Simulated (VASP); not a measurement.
A run of VASP 6.6.1 is set up as follows.

INCAR

```
PREC = Accurate
ENCUT = 520
EDIFF = 1E-6
ISMEAR = -1
SIGMA = 0.05
LREAL = False
LASPH = True
NELM = 60
ALGO = Normal
ISIF = 2
LWAVE = False
LCHARG = False
GGA = RE
NBANDS = 12
```

The input KPOINTS:

```
regular mesh
0
Gamma
  11 11 11
```

The input POSCAR:

```
Ti
1.0
   -1.6410000000      1.6410000000      1.6410000000
    1.6410000000     -1.6410000000      1.6410000000
    1.6410000000      1.6410000000     -1.6410000000
Ti
1
Direct
    0.0000000000      0.0000000000      0.0000000000
```

Potentials or basis: VASP PAW PBE potentials, release 64 (Ti_sv).

Launch:

```console
$ cat potpaw_PBE.64/Ti_sv/POTCAR > POTCAR
$ mpirun -np 1 vasp_std > vasp.out
```

**Question.** Predict the pressure.

**Answer.** -0.4 GPa.

**Question.** Predict the band gap on the k mesh.

**Answer.** Zero (band 6 reaches 8.98 eV, above the bottom of band 7 at 7.41 eV).

Caveat: the PAW data sets were made with another functional, which shifts forces and pressure a little.
